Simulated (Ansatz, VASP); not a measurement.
Two plane-wave programs on GaN

```
CELL_PARAMETERS angstrom
3.15175 0.00000 -0.00001
-1.57588 2.72950 -0.00001
-0.00001 -0.00003 5.13821
ATOMIC_POSITIONS crystal
Ga 0.33333 0.66667 0.99929
Ga 0.66667 0.33333 0.49929
N 0.33333 0.66667 0.37571
N 0.66667 0.33333 0.87571
```

Change from the starting cell: all N atoms moved 0.2 Å in one direction; relaxed back.

Alike in both runs: functional LDA; k mesh 12 × 12 × 4; occupations gaussian, width 0.05 eV; no spin polarisation.

Ansatz relaxed the structure, and its values are those at the end. VASP's run is a single point on that final structure, the one shown.

|  | VASP | Ansatz |
| --- | --- | --- |
| version | VASP 6.6.1 | Ansatz 0.2.0 |
| potentials or method | VASP PAW LDA potentials, release 64 (Ga_d, N), cutoff 520 eV | scalar-relativistic, plane waves, PAW |
| valence electrons in the cell | 36 | 36 |

|  | VASP | Ansatz | Ansatz less VASP |
| --- | --- | --- | --- |
| gap on the k mesh at the Fermi level (eV) | 2.15 | 2.13 | -0.017 |
| least direct gap on the mesh (eV) | 2.15 | 2.13 | -0.017 |
| pressure (GPa) | 1.1 | 0.0 | -1.12 |

LDA's correlation is that of Perdew and Zunger in VASP and of Perdew and Wang (1992) in Ansatz.
